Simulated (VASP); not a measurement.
# ZnSe (v.eB) (F-43m) in VASP: further runs

Runs on ZnSe (v.eB). Level: PBE. Tasks: single point.

Program: VASP 6.6.1. These are calculated values, not measurements. Logs are shortened: lines on timing, memory, paths and dates and some standing lists are left out, and cuts for length are marked.

### Step 1. The cell of the first run

It takes space group F-43m (No. 216, cubic). The conventional cell has a = 5.733 Å, b = 5.733 Å, c = 5.733 Å, α = 90.00°, β = 90.00°, γ = 90.00°. Within 3.3 Å of Zn (site symmetry -43m) lie 4 Se at 2.48 Å. Within 3.3 Å of Se (site symmetry -43m) lie 4 Zn at 2.48 Å.

### Step 2. Single point, PBE

The input, INCAR:

```
SYSTEM = ZnSe
PREC = Accurate ; ENCUT = 500
EDIFF = 1E-6 ; ISMEAR = 0
SIGMA = 0.1 ; LREAL = .False.
LASPH = .True. ; NELM = 120
ALGO = Normal ; ISIF = 2
LWAVE = .False. ; LCHARG = .False.
GGA = PE ; NBANDS = 26
GGA_COMPAT = .False.
```

The input, KPOINTS:

```
Automatic mesh
0
Gamma
  4 4 4
  0 0 0
```

The input, POSCAR:

```
ZnSe
1.0
    4.0538031508      0.0000000000      0.0000000000
    0.0000000000      5.7329434176      0.0000000000
    0.0000000000      0.0000000000      4.0538031528
Zn Se
2 2
Direct
    0.0000000000      0.0000000000      0.0000000000
    0.5000000000      0.5000000000      0.5000058000
    0.5000000000      0.2500000000      0.0000000000
    0.0000000000      0.7500000000      0.5000058000
```

Potentials or basis: VASP PAW PBE potentials, release 64 (Zn, Se).

On the command line:

```sh
$ cat potpaw_PBE.64/Zn/POTCAR potpaw_PBE.64/Se/POTCAR > POTCAR
$ mpirun -np 1 vasp_std > vasp.out
```

OUTCAR:

```text
SYSTEM = ZnSe
   PREC = Accurate
   ENCUT = 500
   EDIFF = 1E-6
   ISMEAR = 0
   LREAL = .False.
   LASPH = .True.
   NELM = 120
   ISIF = 2
   GGA = PE

 ion  position               nearest neighbor table
   1  0.000  0.000  0.000-   4 2.48   3 2.48   3 2.48   4 2.48
   2  0.500  0.500  0.500-   3 2.48   4 2.48   4 2.48   3 2.48
   3  0.500  0.250  0.000-   2 2.48   1 2.48   1 2.48   2 2.48
   4  0.000  0.750  0.500-   1 2.48   2 2.48   2 2.48   1 2.48

  LATTYP: Found a simple tetragonal cell.
 ALAT       =     4.0538031508
 C/A-ratio  =     1.4142135679

  Lattice vectors:

 A1 = (  -4.0538031508,   0.0000000000,   0.0000000000)
 A2 = (   0.0000000000,   0.0000000000,   4.0538031528)
 A3 = (   0.0000000000,   5.7329434176,   0.0000000000)

Analysis of symmetry for initial positions (statically):
=====================================================================
 Subroutine PRICEL returns:
 Original cell was already a primitive cell.

 Routine SETGRP: Setting up the symmetry group for a
 simple tetragonal supercell.

 Subroutine GETGRP returns: Found  8 space group operations
 (whereof  6 operations were pure point group operations)
 out of a pool of 16 trial point group operations.

The static configuration has the point symmetry C_3h.
 The point group associated with its full space group is D_2d.

Analysis of symmetry for dynamics (positions and initial velocities):
=====================================================================
 Subroutine PRICEL returns:
 Original cell was already a primitive cell.

 Routine SETGRP: Setting up the symmetry group for a
 simple tetragonal supercell.

 Subroutine GETGRP returns: Found  8 space group operations
 (whereof  6 operations were pure point group operations)
 out of a pool of 16 trial point group operations.

The dynamic configuration has the point symmetry C_3h.
 The point group associated with its full space group is D_2d.

 Subroutine INISYM returns: Found  8 space group operations
 (whereof  6 operations are pure point group operations),
 and found     1 'primitive' translations

----------------------------------------------------------------------------------------

                                     Primitive cell

  volume of cell :      94.2113

  direct lattice vectors                    reciprocal lattice vectors
     4.053803151  0.000000000  0.000000000     0.246681934  0.000000000  0.000000000
     0.000000000  5.732943418  0.000000000     0.000000000  0.174430467  0.000000000
     0.000000000  0.000000000  4.053803153     0.000000000  0.000000000  0.246681934

  length of vectors
     4.053803151  5.732943418  4.053803153     0.246681934  0.174430467  0.246681934

  position of ions in fractional coordinates (direct lattice)
     0.000000000  0.000000000  0.000000000
     0.500000000  0.500000000  0.500005800
     0.500000000  0.250000000  0.000000000
     0.000000000  0.750000000  0.500005800

  ion indices of the primitive-cell ions
   primitive index   ion index
                 1           1
                 2           2
                 3           3
                 4           4

----------------------------------------------------------------------------------------

 KPOINTS: Automatic mesh

Automatic generation of k-mesh.
 Grid dimensions read from file:
 generate k-points for:    4    4    4

 Generating k-lattice:

  Cartesian coordinates                     Fractional coordinates (reciprocal lattice)
     0.061670483  0.000000000  0.000000000     0.250000000  0.000000000  0.000000000
     0.000000000  0.043607617  0.000000000     0.000000000  0.250000000  0.000000000
     0.000000000  0.000000000  0.061670483     0.000000000  0.000000000  0.250000000

  Length of vectors
     0.061670483  0.043607617  0.061670483

  Shift w.r.t. Gamma in fractional coordinates (k-lattice)
     0.000000000  0.000000000  0.000000000

 Subroutine IBZKPT returns following result:
 ===========================================

 Found     18 irreducible k-points:

 Following reciprocal coordinates:
            Coordinates               Weight
  0.000000  0.000000  0.000000      1.000000
  0.250000  0.000000  0.000000      4.000000
  0.500000  0.000000  0.000000      2.000000
  0.000000  0.250000  0.000000      2.000000
  0.250000  0.250000  0.000000      8.000000
  0.500000  0.250000  0.000000      4.000000
[... 10 lines left out ...]
  0.500000  0.250000  0.500000      2.000000
  0.500000  0.500000  0.500000      1.000000
   k-points           NKPTS =     18   k-points in BZ     NKDIM =     18   number of bands    NBANDS=     26
   number of dos      NEDOS =    301   number of ions     NIONS =      4
   total plane-waves  NPLWV =  37800
   dimension x,y,z NGX =    30 NGY =   42 NGZ =   30
   dimension x,y,z NGXF=    60 NGYF=   84 NGZF=   60
   ions per type =               2   2
   NGX,Y,Z   is equivalent  to a cutoff of  12.30, 12.18, 12.30 a.u.
   NGXF,Y,Z  is equivalent  to a cutoff of  24.61, 24.36, 24.61 a.u.
 SYSTEM =  ZnSe
   PREC   = accura    normal or accurate (medium, high low for compatibility)
   ISTART =      0    job   : 0-new  1-cont  2-samecut
   ICHARG =      2    charge: 1-file 2-atom 10-const
   ISPIN  =      1    spin polarized calculation?
   LNONCOLLINEAR =      F non collinear calculations
   LSORBIT =      F    spin-orbit coupling
   LASPH  =      T    aspherical Exc in radial PAW
   ENCUT  =  500.0 eV  36.75 Ry    6.06 a.u.   7.39 10.45  7.39*2*pi/ulx,y,z
   NELM   =    120;   NELMIN=  2; NELMDL= -5     # of ELM steps
   EDIFF  = 0.1E-05   stopping-criterion for ELM
   LREAL  =      F    real-space projection
   EDIFFG = 0.1E-04   stopping-criterion for IOM
   NSW    =      0    number of steps for IOM
   IBRION =     -1    ionic relax: 0-MD 1-quasi-New 2-CG
   NFREE  =      0    steps in history (QN), initial steepest desc. (CG)
   ISIF   =      2    stress and relaxation
   ISYM   =      2    0-nonsym 1-usesym 2-fastsym
   POTIM  = 0.5000    time-step for ionic-motion
   TEBEG  =    0.0;   TEEND  =   0.0 temperature during run
   PSTRESS=    0.0 pullay stress
   NELECT =      36.0000    total number of electrons
   NUPDOWN=      -1.0000    fix difference up-down
   EMIN   =  10.00;   EMAX   =-10.00  energy-range for DOS
   EFERMI =   0.00;   METHOD = LEGACY
   ISMEAR =     0;   SIGMA  =   0.10  broadening in eV -4-tet -1-fermi 0-gaus
   EFERMI_NEDOS =   21; number of points for ismear=-14 and -15
   IALGO  =     38    algorithm
   IMIX   =      4    mixing-type and parameters
     AMIX     =   0.40;   BMIX     =  1.00
     AMIX_MAG =   1.60;   BMIX_MAG =  1.00
  volume/ion in A,a.u.               =      23.55       158.94
  Fermi-wavevector in a.u.,A,eV,Ry     =   1.187977  2.244951 19.201755  1.411289
  Thomas-Fermi vector in A             =   2.324117
   LORBIT       =      0    0 simple, 1 ext, 2 COOP (PROOUT), +10 PAW based schemes
   GGA     = PE    functional components
   LHFCALC =     F    Hartree Fock is set to
   AEXX    =    0.0000 exact exchange contribution
   IVDW    =     0    specifies the selected vdW correction
   LEPSILON=     F    determine dielectric tensor
   LRPA    =     F    only Hartree local field effects (RPA)
 non-spin polarized calculation
 Gauss-broadening in eV      SIGMA  =   0.10
  energy-cutoff  :      500.00
  volume of cell :       94.21
 maximum number of plane-waves:      2432
 NGX is ok and might be reduce to    30
   NGX = 15   NGY = 21   NGZ = 15

 number of electron      36.0000012 magnetization

 Free energy of the ion-electron system (eV)
  ---------------------------------------------------
  ext. energy  EPLUGINS =         0.00000000
  ---------------------------------------------------
  free energy    TOTEN  =       -12.02173488 eV

  energy without entropy =      -12.02173488  energy(sigma->0) =      -12.02173488

 E-fermi :   1.8178     XC(G=0):  -9.1606

 val. band max:        1.3357208847   @ k =   0.0000   0.0000   0.0000
 cond. band min:       2.4834643285   @ k =   0.0000   0.0000   0.0000
 fundamental gap:      1.1477434438
 Fermi energy:         1.8177573837

 k-point     1 :       0.0000    0.0000    0.0000
  band No.  band energies     occupation
      1     -11.7081      2.00000
      2     -10.7270      2.00000
      3      -5.1026      2.00000
      4      -5.1026      2.00000
      5      -5.1016      2.00000
      6      -5.0544      2.00000
[... 18 lines left out ...]
     25      11.1257      0.00000
     26      11.8269      0.00000

 k-point     2 :       0.2500    0.0000    0.0000
  band No.  band energies     occupation
      1     -11.4692      2.00000
      2     -10.7459      2.00000
      3      -5.0772      2.00000
      4      -5.0705      2.00000
      5      -5.0548      2.00000
      6      -5.0122      2.00000
[... 18 lines left out ...]
     25      10.2727      0.00000
     26      10.4829      0.00000

 k-point     3 :       0.5000    0.0000    0.0000
  band No.  band energies     occupation
      1     -10.9923      2.00000
      2     -10.9923      2.00000
      3      -5.0086      2.00000
      4      -5.0085      2.00000
      5      -4.9951      2.00000
      6      -4.9949      2.00000
[... 18 lines left out ...]
     25       8.5950      0.00000
     26       8.5950      0.00000

 k-point     4 :       0.0000    0.2500    0.0000
  band No.  band energies     occupation
      1     -11.5824      2.00000
      2     -10.8922      2.00000
      3      -5.1063      2.00000
      4      -5.0749      2.00000
      5      -5.0749      2.00000
      6      -5.0677      2.00000
[... 18 lines left out ...]
     25      10.6609      0.00000
     26      10.7660      0.00000

 k-point     5 :       0.2500    0.2500    0.0000
  band No.  band energies     occupation
      1     -11.3701      2.00000
      2     -10.8588      2.00000
      3      -5.0558      2.00000
      4      -5.0553      2.00000
      5      -5.0350      2.00000
      6      -5.0184      2.00000
[... 18 lines left out ...]
     25       8.8135      0.00000
     26       9.5863      0.00000

 k-point     6 :       0.5000    0.2500    0.0000
  band No.  band energies     occupation
      1     -10.9838      2.00000
      2     -10.9838      2.00000
      3      -5.0166      2.00000
      4      -5.0165      2.00000
      5      -5.0090      2.00000
      6      -5.0089      2.00000
[... 253 lines left out ...]
 k-point    15 :       0.5000    0.5000    0.2500
  band No.  band energies     occupation
      1     -10.8533      2.00000
      2     -10.8533      2.00000
      3      -5.0039      2.00000
      4      -5.0039      2.00000
      5      -4.9722      2.00000
      6      -4.9721      2.00000
[... 18 lines left out ...]
     25       9.8912      0.00000
     26       9.8913      0.00000

 k-point    16 :       0.5000    0.0000    0.5000
  band No.  band energies     occupation
      1     -10.7272      2.00000
      2     -10.7272      2.00000
      3      -5.0528      2.00000
      4      -5.0527      2.00000
      5      -4.8712      2.00000
      6      -4.8712      2.00000
[... 18 lines left out ...]
     25      12.3410      0.00000
     26      12.3425      0.00000

 k-point    17 :       0.5000    0.2500    0.5000
  band No.  band energies     occupation
      1     -10.7250      2.00000
      2     -10.7250      2.00000
      3      -5.0176      2.00000
      4      -5.0175      2.00000
      5      -4.8952      2.00000
      6      -4.8952      2.00000
[... 18 lines left out ...]
     25      10.4952      0.00000
     26      10.4953      0.00000

 k-point    18 :       0.5000    0.5000    0.5000
  band No.  band energies     occupation
      1     -10.7227      2.00000
      2     -10.7227      2.00000
      3      -4.9867      2.00000
      4      -4.9867      2.00000
      5      -4.9139      2.00000
      6      -4.9139      2.00000
[... 18 lines left out ...]
     25       9.0387      0.00000
     26       9.0389      0.00000

------------------------ aborting loop because EDIFF is reached ----------------------------------------

  FORCE on cell =-STRESS in cart. coord.  units (eV):
  Direction    XX          YY          ZZ          XY          YZ          ZX
  --------------------------------------------------------------------------------------
  -------------------------------------------------------------------------------------
  Total        0.2379793      0.0217626      0.2379793      0.0000000      0.0000000      0.0000000
  in kB        4.0471264      0.3700992      4.0471264      0.0000000      0.0000000      0.0000000
  external PRESSURE =       2.8214507 kB  Pullay stress =       0.0000000 kB

 VOLUME and BASIS-vectors are now :
 -----------------------------------------------------------------------------
  energy-cutoff  :      500.00
  volume of cell :       94.21
      direct lattice vectors                 reciprocal lattice vectors
     4.053803151  0.000000000  0.000000000     0.246681934  0.000000000  0.000000000
     0.000000000  5.732943418  0.000000000     0.000000000  0.174430467  0.000000000
     0.000000000  0.000000000  4.053803153     0.000000000  0.000000000  0.246681934

 POSITION                                       TOTAL-FORCE (eV/Angst)
 -----------------------------------------------------------------------------------
      0.00000      0.00000      0.00000         0.000000      0.000114      0.001978
      2.02690      2.86647      2.02693         0.000000     -0.000114     -0.001978
      2.02690      1.43324      0.00000         0.000000     -0.000559      0.003744
      0.00000      4.29971      2.02693         0.000000      0.000559     -0.003744
 -----------------------------------------------------------------------------------
    total drift:                                0.000000      0.000000     -0.011519

  FREE ENERGIE OF THE ION-ELECTRON SYSTEM (eV)
  ---------------------------------------------------
  free  energy   TOTEN  =       -12.0217348797 eV

  energy  without entropy=      -12.0217348797  energy(sigma->0) =      -12.02173488
```

Run time: 65 s. Hardware: 1 thread of Intel Xeon 8259CL, shared host; peak memory 0.2 GiB.

The run converged, but its numbers aren't listed here, since they failed a check.

Caveat: the result breaks the symmetry of the cell.

### Step 3. Single point, PBE

The input, INCAR:

```
  ALGO = Normal
  EDIFF = 1E-6
  ENCUT = 500
  GGA = PE
  GGA_COMPAT = False
  ISIF = 2
  ISMEAR = 0
  LASPH = True
  LCHARG = True
  LELF = True
  LREAL = False
  LVHAR = True
  LWAVE = False
  NBANDS = 26
  NELM = 120
  PREC = Accurate
  SIGMA = 0.02
```

The input, KPOINTS:

```
k-points
0
Gamma
  8 6 8
```

The input, POSCAR:

```
ZnSe
1.0
    4.0538031518      0.0000000000      0.0000000000
    0.0000000000      5.7329434176      0.0000000000
    0.0000000000      0.0000000000      4.0538031518
Zn Se
2 2
Direct
    0.0000000000      0.0000000000      0.0000000000
    0.5000000000      0.5000000000      0.5000000000
    0.5000000000      0.2500000000      0.0000000000
    0.0000000000      0.7500000000      0.5000000000
```

Potentials or basis: VASP PAW PBE potentials, release 64 (Zn, Se).

On the command line:

```sh
$ cat potpaw_PBE.64/Zn/POTCAR potpaw_PBE.64/Se/POTCAR > POTCAR
$ mpirun -np 1 vasp_std > vasp.out
```

Wall time 6.1 min (1 thread of Intel Xeon 8259CL, shared host); peak memory 0.26 GiB.

The run converged. Its results:

```yaml
Free_energy: -12.0656 eV
Pressure: 0.2 GPa
Band_gap_on_the_k_mesh: 1.15 eV
```

Levels at points of the mesh, in eV from the valence-band top:
| k point | band 14 | band 15 | band 16 | band 17 | band 18 | band 19 | band 20 | band 21 | band 22 | band 23 |
| --- | --- | --- | --- | --- | --- | --- | --- | --- | --- | --- |
| (0.00, 0.00, 0.00) | -2.06 | -2.06 | 0.00 | 0.00 | 0.00 | 1.15 | 3.06 | 3.46 | 5.81 | 5.81 |
| (0.50, 0.00, 0.00) | -4.02 | -2.41 | -2.41 | -0.86 | -0.86 | 4.05 | 4.05 | 6.34 | 6.34 | 6.74 |
| (0.00, 0.50, 0.00) | -2.83 | -1.18 | -1.18 | -1.18 | -1.18 | 3.84 | 3.84 | 4.04 | 4.04 | 7.94 |
| (0.50, 0.50, 0.00) | -5.01 | -0.82 | -0.82 | -0.82 | -0.82 | 2.48 | 2.48 | 6.39 | 6.39 | 6.39 |
| (0.50, 0.00, 0.50) | -4.60 | -2.06 | -2.06 | -2.06 | -2.06 | 3.06 | 3.06 | 3.46 | 3.46 | 10.49 |
| (0.50, 0.50, 0.50) | -4.52 | -2.63 | -2.63 | -2.51 | -2.51 | 5.39 | 5.39 | 5.48 | 5.48 | 6.89 |

As with any semilocal functional, this PBE gap is likely too small.

(Continued in part 2 of 2.)
